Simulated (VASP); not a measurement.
# Li16H16O (a cell with a defect) in VASP: a series of runs

The runs below take Li16H16O (a cell with a defect) through relaxation of the atoms, with PBE.

Program: VASP 6.6.1. These are calculated values, not measurements. Logs are shortened: lines on timing, memory, paths and dates and some standing lists are left out, and cuts for length are marked.

### 1 The cell of the first run

The cell holds a defect, 33 atoms: a = 6.941 Å, b = 6.941 Å, c = 6.941 Å, α = 109.47°, β = 109.47°, γ = 109.47°.

### 2 Relaxation of the atoms, PBE (with an interstitial atom)

INCAR

```
  ALGO = Normal
  EDIFF = 1E-6
  EDIFFG = -0.025
  ENCUT = 520
  GGA = PE
  IBRION = 2
  ISIF = 2
  ISMEAR = 0
  LASPH = True
  LCHARG = False
  LREAL = Auto
  LWAVE = False
  NELM = 60
  NSW = 65
  PREC = Accurate
  SIGMA = 0.01
```

KPOINTS

```
Automatic mesh
0
Gamma
  2 2 2
  0.5 0.5 0.5
```

POSCAR

```
Li16H16O
1.0
   -4.0071000518      4.0071000518     -4.0071000518
    4.0071000518     -4.0071000518     -4.0071000518
   -4.0071000518     -4.0071000518      4.0071000518
Li H O
16 16 1
Direct
    0.0000000000      0.2500000000      0.7500000000
    0.7500000000      0.2500000000      1.0000000000
    0.5000000000      0.2500000000      0.2500000000
    0.2500000000      0.0000000000      0.7500000000
    0.2500000000      0.2500000000      0.5000000000
    1.0000000000      1.0000000000      1.0000000000
    0.7500000000      0.0000000000      0.2500000000
    0.5000000000      0.7500000000      0.7500000000
    0.5000000000      0.0000000000      0.5000000000
    0.2500000000      0.7500000000      1.0000000000
    0.0000000000      0.7500000000      0.2500000000
    0.7500000000      0.5000000000      0.7500000000
    0.7500000000      0.7500000000      0.5000000000
    0.5000000000      0.5000000000      1.0000000000
    0.2500000000      0.5000000000      0.2500000000
    0.0000000000      0.5000000000      0.5000000000
    0.7500000000      0.2500000000      0.5000000000
    0.5000000000      0.2500000000      0.7500000000
    0.2500000000      0.2500000000      0.0000000000
    0.0000000000      0.0000000000      0.5000000000
    0.0000000000      0.2500000000      0.2500000000
    0.7500000000      0.0000000000      0.7500000000
    0.5000000000      0.0000000000      0.0000000000
    0.2500000000      0.7500000000      0.5000000000
    0.2500000000      0.0000000000      0.2500000000
    0.0000000000      0.7500000000      0.7500000000
    0.7500000000      0.7500000000      0.0000000000
    0.5000000000      0.5000000000      0.5000000000
    0.5000000000      0.7500000000      0.2500000000
    0.2500000000      0.5000000000      0.7500000000
    0.0000000000      0.5000000000      0.0000000000
    0.7500000000      0.5000000000      0.2500000000
    0.7500000000      0.7500000000      0.7500000000
```

Potentials or basis: VASP PAW PBE potentials, release 64 (Li_sv, H, O).

Command:

```
$ cat potpaw_PBE.64/Li_sv/POTCAR potpaw_PBE.64/H/POTCAR potpaw_PBE.64/O/POTCAR > POTCAR
$ mpirun -np 1 vasp_std > vasp.out
```

OUTCAR:

```text
EDIFF = 1E-6
   EDIFFG = -0.025
   ENCUT = 520
   GGA = PE
   IBRION = 2
   ISIF = 2
   ISMEAR = 0
   LASPH = True
   LREAL = Auto
   NELM = 60
   NSW = 65
   PREC = Accurate

 ion  position               nearest neighbor table
   1  0.000  0.250  0.750-
   2  0.750  0.250  0.000-
   3  0.500  0.250  0.250-
   4  0.250  0.000  0.750-
   5  0.250  0.250  0.500-
   6  0.000  0.000  0.000-  33 1.74
   7  0.750  0.000  0.250-
   8  0.500  0.750  0.750-  33 1.74
   9  0.500  0.000  0.500-
  10  0.250  0.750  0.000-
  11  0.000  0.750  0.250-
  12  0.750  0.500  0.750-  33 1.74
  13  0.750  0.750  0.500-  33 1.74
  14  0.500  0.500  0.000-
  15  0.250  0.500  0.250-
  16  0.000  0.500  0.500-
  17  0.750  0.250  0.500-
  18  0.500  0.250  0.750-
  19  0.250  0.250  0.000-
[... 11 lines left out ...]
  31  0.000  0.500  0.000-
  32  0.750  0.500  0.250-
  33  0.750  0.750  0.750-   6 1.74   8 1.74  12 1.74  13 1.74

  LATTYP: Found a body centered cubic cell.
 ALAT       =     8.0142001036

  Lattice vectors:

 A1 = (  -4.0071000518,   4.0071000518,  -4.0071000518)
 A2 = (   4.0071000518,  -4.0071000518,  -4.0071000518)
 A3 = (  -4.0071000518,  -4.0071000518,   4.0071000518)

Analysis of symmetry for initial positions (statically):
=====================================================================
 Subroutine PRICEL returns:
 Original cell was already a primitive cell.

 Routine SETGRP: Setting up the symmetry group for a
 body centered cubic supercell.

 Subroutine GETGRP returns: Found 24 space group operations
 (whereof  6 operations were pure point group operations)
 out of a pool of 48 trial point group operations.

The static configuration has the point symmetry C_3v.
 The point group associated with its full space group is T_d .

Analysis of symmetry for dynamics (positions and initial velocities):
=====================================================================
 Subroutine PRICEL returns:
 Original cell was already a primitive cell.

 Routine SETGRP: Setting up the symmetry group for a
 body centered cubic supercell.

 Subroutine GETGRP returns: Found 24 space group operations
 (whereof  6 operations were pure point group operations)
 out of a pool of 48 trial point group operations.

The dynamic configuration has the point symmetry C_3v.
 The point group associated with its full space group is T_d .

 Subroutine INISYM returns: Found 24 space group operations
 (whereof  6 operations are pure point group operations),
 and found     1 'primitive' translations

----------------------------------------------------------------------------------------

                                     Primitive cell

  volume of cell :     257.3656

  direct lattice vectors                    reciprocal lattice vectors
    -4.007100052  4.007100052 -4.007100052    -0.124778517  0.000000000 -0.124778517
     4.007100052 -4.007100052 -4.007100052     0.000000000 -0.124778517 -0.124778517
    -4.007100052 -4.007100052  4.007100052    -0.124778517 -0.124778517  0.000000000

  length of vectors
     6.940500881  6.940500881  6.940500881     0.176463470  0.176463470  0.176463470

  position of ions in fractional coordinates (direct lattice)
     0.000000000  0.250000000  0.750000000
     0.750000000  0.250000000  0.000000000
     0.500000000  0.250000000  0.250000000
     0.250000000  0.000000000  0.750000000
     0.250000000  0.250000000  0.500000000
     0.000000000  0.000000000  0.000000000
[... 25 lines left out ...]
     0.750000000  0.500000000  0.250000000
     0.750000000  0.750000000  0.750000000

  ion indices of the primitive-cell ions
   primitive index   ion index
                 1           1
                 2           2
                 3           3
                 4           4
                 5           5
                 6           6
[... 25 lines left out ...]
                32          32
                33          33

----------------------------------------------------------------------------------------

 KPOINTS: Automatic mesh

Automatic generation of k-mesh.
 Grid dimensions read from file:
 generate k-points for:    2    2    2

 Generating k-lattice:

  Cartesian coordinates                     Fractional coordinates (reciprocal lattice)
    -0.062389258  0.000000000 -0.062389258     0.500000000  0.000000000  0.000000000
     0.000000000 -0.062389258 -0.062389258     0.000000000  0.500000000  0.000000000
    -0.062389258 -0.062389258  0.000000000     0.000000000  0.000000000  0.500000000

  Length of vectors
     0.088231735  0.088231735  0.088231735

  Shift w.r.t. Gamma in fractional coordinates (k-lattice)
     0.500000000  0.500000000  0.500000000

 Subroutine IBZKPT returns following result:
 ===========================================

 Found      2 irreducible k-points:

 Following reciprocal coordinates:
            Coordinates               Weight
  0.250000  0.250000  0.250000      2.000000
 -0.250000  0.250000  0.250000      6.000000
   k-points           NKPTS =      2   k-points in BZ     NKDIM =      2   number of bands    NBANDS=     52
   number of dos      NEDOS =    301   number of ions     NIONS =     33
   total plane-waves  NPLWV = 157464
   dimension x,y,z NGX =    54 NGY =   54 NGZ =   54
   dimension x,y,z NGXF=   108 NGYF=  108 NGZF=  108
   ions per type =              16  16   1
   NGX,Y,Z   is equivalent  to a cutoff of  12.93, 12.93, 12.93 a.u.
   NGXF,Y,Z  is equivalent  to a cutoff of  25.87, 25.87, 25.87 a.u.
 SYSTEM =  unknown system
   PREC   = accura    normal or accurate (medium, high low for compatibility)
   ISTART =      0    job   : 0-new  1-cont  2-samecut
   ICHARG =      2    charge: 1-file 2-atom 10-const
   ISPIN  =      1    spin polarized calculation?
   LNONCOLLINEAR =      F non collinear calculations
   LSORBIT =      F    spin-orbit coupling
   LASPH  =      T    aspherical Exc in radial PAW
   ENCUT  =  520.0 eV  38.22 Ry    6.18 a.u.  12.90 12.90 12.90*2*pi/ulx,y,z
   NELM   =     60;   NELMIN=  2; NELMDL= -5     # of ELM steps
   EDIFF  = 0.1E-05   stopping-criterion for ELM
   LREAL  =      T    real-space projection
   EDIFFG = -.3E-01   stopping-criterion for IOM
   NSW    =     65    number of steps for IOM
   IBRION =      2    ionic relax: 0-MD 1-quasi-New 2-CG
   NFREE  =      1    steps in history (QN), initial steepest desc. (CG)
   ISIF   =      2    stress and relaxation
   ISYM   =      2    0-nonsym 1-usesym 2-fastsym
   POTIM  = 0.5000    time-step for ionic-motion
   TEBEG  =    0.0;   TEEND  =   0.0 temperature during run
   PSTRESS=    0.0 pullay stress
   NELECT =      70.0000    total number of electrons
   NUPDOWN=      -1.0000    fix difference up-down
   EMIN   =  10.00;   EMAX   =-10.00  energy-range for DOS
   EFERMI =   0.00;   METHOD = LEGACY
   ISMEAR =     0;   SIGMA  =   0.01  broadening in eV -4-tet -1-fermi 0-gaus
   EFERMI_NEDOS =   21; number of points for ismear=-14 and -15
   IALGO  =     38    algorithm
   IMIX   =      4    mixing-type and parameters
     AMIX     =   0.40;   BMIX     =  1.00
     AMIX_MAG =   1.60;   BMIX_MAG =  1.00
  volume/ion in A,a.u.               =       7.80        52.63
  Fermi-wavevector in a.u.,A,eV,Ry     =   1.060695  2.004424 15.307569  1.125075
  Thomas-Fermi vector in A             =   2.196085
   LORBIT       =      0    0 simple, 1 ext, 2 COOP (PROOUT), +10 PAW based schemes
   GGA     = PE    functional components
   LHFCALC =     F    Hartree Fock is set to
   AEXX    =    0.0000 exact exchange contribution
   IVDW    =     0    specifies the selected vdW correction
   LEPSILON=     F    determine dielectric tensor
   LRPA    =     F    only Hartree local field effects (RPA)
 conjugate gradient relaxation of ions
 non-spin polarized calculation
 Gauss-broadening in eV      SIGMA  =   0.01
  energy-cutoff  :      520.00
  volume of cell :      257.37
 maximum number of plane-waves:      6927
 NGX is ok and might be reduce to    54
   NGX = 25   NGY = 25   NGZ = 25

--------------------------------------- Ionic step        1  -------------------------------------------

 number of electron      70.0000018 magnetization

 Free energy of the ion-electron system (eV)
  ---------------------------------------------------
  ext. energy  EPLUGINS =         0.00000000
  ---------------------------------------------------
  free energy    TOTEN  =       -99.46839778 eV

  energy without entropy =      -99.46068466  energy(sigma->0) =      -99.46454122

------------------------ aborting loop because EDIFF is reached ----------------------------------------

  FORCE on cell =-STRESS in cart. coord.  units (eV):
  Direction    XX          YY          ZZ          XY          YZ          ZX
  --------------------------------------------------------------------------------------
  -------------------------------------------------------------------------------------
  Total        6.3101227      6.3101227      6.3101227      0.0000000     -0.0000000      0.0000000
  in kB       39.2823842     39.2823842     39.2823842      0.0000000     -0.0000000      0.0000000
  external PRESSURE =      39.2823842 kB  Pullay stress =       0.0000000 kB
[... 182 lines left out ...]
  FREE ENERGIE OF THE ION-ELECTRON SYSTEM (eV)
  ---------------------------------------------------
  free  energy   TOTEN  =      -100.3967979349 eV

  energy  without entropy=     -100.3890848198  energy(sigma->0) =     -100.39294138

[... ionic steps 4 to 8 ...]

--------------------------------------- Ionic step        9  -------------------------------------------

 number of electron      69.9999993 magnetization

------------------------ aborting loop because EDIFF is reached ----------------------------------------
[... 129 lines left out ...]
--------------------------------------- Ionic step       11  -------------------------------------------

 number of electron      69.9999993 magnetization

 Free energy of the ion-electron system (eV)
  ---------------------------------------------------
  ext. energy  EPLUGINS =         0.00000000
  ---------------------------------------------------
  free energy    TOTEN  =      -100.78223634 eV

  energy without entropy =     -100.77452323  energy(sigma->0) =     -100.77837979

 E-fermi :   0.6895     XC(G=0):  -8.6859

 val. band max:        0.3221954611   @ k =   0.2500   0.2500   0.2500
 cond. band min:       0.6924999206   @ k =  -0.2500   0.2500   0.2500
 fundamental gap:      0.3703044595
 Fermi energy:         0.6894573883

 k-point     1 :       0.2500    0.2500    0.2500
  band No.  band energies     occupation
      1     -43.9490      2.00000
      2     -43.9490      2.00000
      3     -43.9490      2.00000
      4     -43.9280      2.00000
      5     -43.9204      2.00000
      6     -43.9204      2.00000
[... 39 lines left out ...]
     46       6.4672      0.00000
     47       6.4672      0.00000

 k-point     2 :      -0.2500    0.2500    0.2500
  band No.  band energies     occupation
      1     -43.9592      2.00000
      2     -43.9409      2.00000
      3     -43.9345      2.00000
      4     -43.9345      2.00000
      5     -43.9303      2.00000
      6     -43.9237      2.00000
[... 39 lines left out ...]
     46       6.4043      0.00000
     47       6.6022      0.00000
 [bands above 47 left out]

------------------------ aborting loop because EDIFF is reached ----------------------------------------

  FORCE on cell =-STRESS in cart. coord.  units (eV):
  Direction    XX          YY          ZZ          XY          YZ          ZX
  --------------------------------------------------------------------------------------
  -------------------------------------------------------------------------------------
  Total        4.0576153      4.0576153      4.0576153     -0.0000000     -0.0000000     -0.0000000
  in kB       25.2598580     25.2598580     25.2598580     -0.0000000     -0.0000000     -0.0000000
  external PRESSURE =      25.2598580 kB  Pullay stress =       0.0000000 kB
[... 48 lines left out ...]
  FREE ENERGIE OF THE ION-ELECTRON SYSTEM (eV)
  ---------------------------------------------------
  free  energy   TOTEN  =      -100.7822363436 eV

  energy  without entropy=     -100.7745232283  energy(sigma->0) =     -100.77837979

 reached required accuracy - stopping structural energy minimisation
```

Run time: 4 min. Hardware: 1 thread of Intel Xeon 6975P-C (Granite Rapids), shared host; peak memory 0.41 GiB.

Results:

* Free energy: -100.7822 eV
* Energy gained by relaxing: 39.8 meV/atom
* Ionic steps: 11
* Largest force after relaxing: 0.011 eV/Å
* Band gap on the k mesh: zero (bands 35 and 36 overlap by 0.37 eV)

Forces in eV/Å, atoms in the order of the input:
```
Li   0.004 -0.004  0.010
Li   0.004  0.010 -0.004
Li   0.004 -0.010  0.004
Li  -0.004  0.004  0.010
Li   0.004  0.004 -0.010
Li   0.004  0.004  0.004
Li  -0.004  0.010  0.004
Li  -0.004  0.004 -0.004
Li  -0.010 -0.004 -0.004
Li   0.010  0.004 -0.004
Li   0.010 -0.004  0.004
Li   0.004 -0.004 -0.004
Li  -0.004 -0.004  0.004
Li  -0.004 -0.004 -0.010
Li  -0.010  0.004  0.004
Li  -0.004 -0.010 -0.004
H    0.005 -0.005 -0.005
H    0.005 -0.005 -0.005
H    0.005  0.005  0.005
H   -0.005 -0.005  0.005
H    0.005  0.005  0.005
H    0.000  0.000  0.000
H   -0.005  0.005 -0.005
H   -0.005  0.005 -0.005
H    0.005  0.005  0.005
H    0.000  0.000  0.000
H    0.000  0.000  0.000
H    0.000  0.000  0.000
H   -0.005 -0.005  0.005
H   -0.005  0.005 -0.005
H    0.005 -0.005 -0.005
H   -0.005 -0.005  0.005
O    0.000  0.000  0.000
```

The path:
```tsv
step	energy change (eV)	largest force (eV/Å)	pressure (GPa)
1	0.0000	1.3743	3.93
2	-0.5041	1.0494	3.16
3	-0.9284	0.7046	2.04
4	-0.9417	0.5889	2.10
5	-1.0852	0.4662	2.13
6	-1.2879	0.0849	2.47
7	-1.2895	0.0900	2.52
8	-1.3030	0.0515	2.51
9	-1.3115	0.0343	2.50
10	-1.3115	0.0367	2.50
11	-1.3138	0.0113	2.53
```

Final structure:
```xyz
33
Lattice="-4.0071 4.0071 -4.0071 4.0071 -4.0071 -4.0071 -4.0071 -4.0071 4.0071" Properties=species:S:1:pos:R:3 pbc="T T T"
Li   -1.9917   -4.0189    1.9488
Li   -1.9917    1.9488   -4.0189
Li   -1.9917    0.0548   -1.9917
Li   -4.0189   -1.9917    1.9488
Li   -1.9917   -1.9917    0.0548
Li   -0.0422   -0.0422   -0.0422
Li   -4.0189    1.9488   -1.9917
Li   -1.9614   -4.0493   -1.9614
Li   -3.9523   -0.0118   -0.0118
Li    1.9488   -1.9917   -4.0189
Li    1.9488   -4.0189   -1.9917
Li   -4.0493   -1.9614   -1.9614
Li   -1.9614   -1.9614   -4.0493
Li   -0.0118   -0.0118   -3.9523
Li    0.0548   -1.9917   -1.9917
Li   -0.0118   -3.9523   -0.0118
H    -3.9770    0.0203   -2.0337
H    -3.9770   -2.0337    0.0203
H    -3.9770   -3.9770    1.9833
H    -2.0337   -2.0337    1.9833
H    -3.9770    1.9833   -3.9770
H    -5.7357   -0.2750   -0.2750
H    -2.0337    1.9833   -2.0337
H     0.0203   -3.9770   -2.0337
H     1.9833   -3.9770   -3.9770
H    -0.2750   -5.7357   -0.2750
H    -0.2750   -0.2750   -5.7357
H    -1.7286   -1.7286   -1.7286
H     0.0203   -2.0337   -3.9770
H    -2.0337   -3.9770    0.0203
H     1.9833   -2.0337   -2.0337
H    -2.0337    0.0203   -3.9770
O    -3.0053   -3.0053   -3.0053
```

Caveat: the k points lie up to 0.55 Å⁻¹ apart; the cell differs from its parent crystal (with an interstitial atom); the cutoff is under 1.25 times the usual one of these potentials, so pressure, stress and relaxed cells hold a basis-set (Pulay) error.

[end of part 1 of 2]
